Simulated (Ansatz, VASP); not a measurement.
One calculation of TaBr, two programs

```xyz
2
Lattice="0.0000 2.9114 2.9114 2.9114 0.0000 2.9114 2.9114 2.9114 0.0000" Properties=species:S:1:pos:R:3 pbc="T T T"
Ta    0.0000    0.0000    0.0000
Br    1.4557    1.4557    1.4557
```

Change from the starting cell: species swapped into the AgBr type (F-43m, No. 216).

Alike in both runs: functional PBE; k mesh 16 × 16 × 16; occupations gaussian, width 0.1 eV; no spin polarisation.

Ansatz relaxed the structure, and its values are those at the end. VASP's run is a single point on that final structure, the one shown.

```csv
,VASP,Ansatz
version,VASP 6.6.1,Ansatz 0.2.0
potentials or method,"VASP PAW PBE potentials, release 64 (Ta_pv, Br), cutoff 520 eV","scalar-relativistic, plane waves, PAW"
valence electrons in the cell,18,20
```

VASP gave:

```
gap on the k mesh at the Fermi level (eV) : none
pressure (GPa)                            : 0.1
```

Question: What did Ansatz give for the same quantities?

Answer: gap on the k mesh at the Fermi level (eV): none; pressure (GPa): 0.0.

A gap of «none» marks a metal or a gap that the smearing closes. With one functional, cell and mesh, what is left measures potentials, basis and numerics. VASP's potentials hold 18 valence electrons a cell and Ansatz's 20, so a difference there can come from the potentials and not from the codes.

Spin-orbit coupling is off throughout.
